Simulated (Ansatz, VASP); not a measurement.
# Sb: VASP beside Ansatz

```
CELL_PARAMETERS angstrom
2.15420 1.24373 3.75800
-2.15420 1.24373 3.75800
0.00000 -2.48746 3.75800
ATOMIC_POSITIONS crystal
Sb 0.76651 0.76651 0.76651
Sb 0.23349 0.23349 0.23349
```

Alike in both runs: task relaxation of cell and atoms; functional PBE exchange alone; k mesh 8 × 8 × 8; occupations fermi-dirac, width 0.05 eV; no spin polarisation.

|  | VASP | Ansatz |
| --- | --- | --- |
| version | VASP 6.6.1 | Ansatz 0.2.0 |
| potentials or method | VASP PAW PBE potentials, release 64 (Sb_d_GW) | Ansatz PAW |
| plane-wave cutoff (eV) | 500 | 420 |
| valence electrons in the cell | 30 | 30 |

|  | VASP | Ansatz | Ansatz less VASP |
| --- | --- | --- | --- |
| relaxed volume (Å³/atom) | 47.41 | 64.27 | +16.864 |
| relaxed cell length with the largest relative difference (Å) | 6.037 | 8.006 | +1.9682 |

VASP's potentials were made for PBE, not for PBE exchange alone. One of these differences is far larger than is usual between the two programs; its cause wasn't traced.

Spin-orbit coupling is off throughout. Noted on VASP's run: the volume moved by over 15 % at a fixed basis, so the end points are rough. Noted on Ansatz's run: the volume moved by over 15 % at a fixed basis, so the end points are rough; the plane-wave basis is chosen anew once the cell has moved, so the energies of steps on either side of that aren't comparable.
